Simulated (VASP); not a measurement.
Runs of VASP 6.6.1 on Si2W. The structure is that of space group I4/mmm (No. 139), or close to it. The cells are those of the table. 

```tsv
task	cell	gap on the mesh (eV)	pressure (GPa)	largest force (eV/Å)
single point	a = 4.651 Å, angles 139.6, 139.6, 58.5°, 3 atoms	none	-4.9	0.28
electric field gradients	a = 4.554, b = 4.554, c = 4.570 Å, angles 138.8, 138.8, 60.2°, 3 atoms	none	(b)	0.21
electric field gradients	a = 4.446 Å, angles 137.6, 137.6, 61.4°, 3 atoms	none	10.1	0.19
single point	a = 4.514 Å, angles 139.6, 139.6, 58.4°, 3 atoms	none	(a)	0.04
electric field gradients	a = 4.578 Å, angles 138.6, 138.6, 59.9°, 3 atoms	none	-2.6	0.25
```

Alike in all rows: level PBE; potentials or basis VASP PAW PBE potentials, release 64 (Si, W_sv); no spin polarisation; k mesh 11 × 11 × 14; cutoff (eV) 520; smearing fermi-dirac 0.05 eV.

Q: Fill in the values left out.

A: (a) 17.3; (b) 1.8.

Caveats: spin-orbit coupling is left out, which moves the levels of the heavy elements; the stress differs along the axes, from -14 to -0 GPa (at least some runs); the stress differs along the axes, from 6 to 19 GPa (at least some runs); the stress differs along the axes, from 7 to 22 GPa (at least some runs).

A k mesh can miss the band edges, and the runs leave out spin-orbit coupling on W.

A gap of «none» marks levels without a gap at the run's occupations.
